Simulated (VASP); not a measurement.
# LiNbO3: single point with PBE

LiNbO3:

```
CELL_PARAMETERS angstrom
2.66342 1.53773 4.71887
-2.66342 1.53773 4.71887
0.00000 -3.07545 4.71887
ATOMIC_POSITIONS crystal
Li 0.28159 0.28159 0.28159
Li 0.78159 0.78159 0.78159
Nb 0.00049 0.00049 0.00049
Nb 0.50049 0.50049 0.50049
O 0.11046 0.35803 0.72110
O 0.72110 0.11046 0.35803
O 0.35803 0.72110 0.11046
O 0.22110 0.85803 0.61046
O 0.85803 0.61046 0.22110
O 0.61046 0.22110 0.85803
```

This cell differs from its parent crystal: volume 11.596 Å^3 an atom, c/a of the conventional cell 2.6576.

| Item | Value |
| --- | --- |
| Program | VASP 6.6.1 |
| Task | single point |
| Functional | PBE |
| Potentials or basis | VASP PAW PBE potentials, release 64 (Li_sv, Nb_sv, O) |
| Cutoff | 520 eV |
| k mesh | 6 × 6 × 6 |
| Occupations | gaussian, width 0.05 eV |
| Spin | no spin polarisation |
| Dipole correction | no |
| Further INCAR settings | ALGO = Normal; EDIFF = 1e-06; NBANDS = 45 |

```
Largest force          : 0.791 eV/Å
Band gap on the k mesh : 3.26 eV, indirect (least direct gap 3.30 eV)
```

Forces in eV/Å, atoms in the order of the input:
```
Li   0.000  0.000 -0.013
Li   0.000  0.000 -0.013
Nb   0.000  0.000  0.583
Nb   0.000  0.000  0.583
O    0.524 -0.561 -0.190
O    0.223  0.734 -0.190
O   -0.748 -0.174 -0.190
O    0.748 -0.174 -0.190
O   -0.524 -0.561 -0.190
O   -0.223  0.734 -0.190
```

Levels at points of the mesh, in eV from the valence-band top:
```
           k point  band 31  band 32  band 33  band 34  band 35  band 36  band 37  band 38
(0.00, 0.00, 0.00)    -0.58    -0.50     0.00     0.00     3.30     3.30     3.67     4.62
(0.50, 0.00, 0.00)    -0.29    -0.29    -0.20    -0.20     3.51     3.51     4.25     4.25
(0.50, 0.50, 0.00)    -0.73    -0.60    -0.51    -0.19     3.35     3.75     4.17     4.17
(0.50, 0.50, 0.50)    -0.31    -0.31    -0.31    -0.31     4.13     4.13     4.35     4.35
```

Wall time 2.6 min on 1 thread of Intel(R) Xeon(R) Platinum 8488C (Sapphire Rapids), on a shared host, peak memory 0.32 GiB.

 A k mesh can miss the band edges.
